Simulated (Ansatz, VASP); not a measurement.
SnO2 in VASP and in Ansatz

The input INCAR:

```
PREC = Accurate
ENCUT = 520
EDIFF = 1E-6
ISMEAR = 0
SIGMA = 0.05
LREAL = False
LASPH = True
NELM = 60
ALGO = Normal
ISIF = 2
LWAVE = False
LCHARG = True
LELF = True
LVHAR = True
NBANDS = 20
```

File KPOINTS:

```
regular mesh
0
Gamma
  12 12 12
```

Contents of POSCAR:

```
SnO2
1.0
    1.6170930752      0.9336291223      4.8005925840
   -1.6170930752      0.9336291223      4.8005925840
    0.0000000000     -1.8672582446      4.8005925840
Sn O
1 2
Direct
    0.4256147821      0.4256147821      0.5862781509
    0.2371700000      0.2371700000      0.2371700000
    0.7628300000      0.7628300000      0.7628300000
```

Input for Ansatz:

```yaml
crystal:
  lattice:
    - [1.6170930752, 0.9336291223, 4.800592584]
    - [-1.6170930752, 0.9336291223, 4.800592584]
    - [0.0, -1.8672582446, 4.800592584]
  atoms:
    - { symbol: Sn, position: [0.4256147821, 0.4256147821, 0.5862781509] }
    - { symbol: O, position: [0.23717, 0.23717, 0.23717] }
    - { symbol: O, position: [0.76283, 0.76283, 0.76283] }
basis:
  ecutwfc: 420
kpoints:
  mp_grid: { grid: [12, 12, 12] }
hamiltonian:
  xc: lda
scf:
  occupations: { method: gaussian, width: 0.05 }
output:
  forces: true
  stress: true
  eigenvalues: true
```

Alike in both runs: task single point; functional LDA; k mesh 12 × 12 × 12; occupations gaussian, width 0.05 eV; no spin polarisation.

|  | VASP | Ansatz |
| --- | --- | --- |
| version | VASP 6.6.1 | Ansatz 0.2.0 |
| potentials or method | VASP PAW LDA potentials, release 64 (Sn_d, O), cutoff 520 eV | scalar-relativistic, plane waves, PAW |
| valence electrons in the cell | 26 | 26 |

VASP gave:

```
gap on the k mesh at the Fermi level (eV)                     : 0.86
least direct gap on the mesh (eV)                             : 0.86
pressure (GPa)                                                : 3.6
traceless stress, the component that is largest in VASP (GPa) : 18.06
rms of the force components (eV/Å)                            : 2.731
```

**Question.** Which values does Ansatz return?

**Answer.** gap on the k mesh at the Fermi level (eV): 0.87; least direct gap on the mesh (eV): 0.87; pressure (GPa): 2.9; traceless stress, the component that is largest in VASP (GPa): 17.73; rms of the force components (eV/Å): 2.710.

LDA's correlation is that of Perdew and Zunger in VASP and of Perdew and Wang (1992) in Ansatz. Atom by atom the forces differ by 0.055 eV/Å (rms over components).
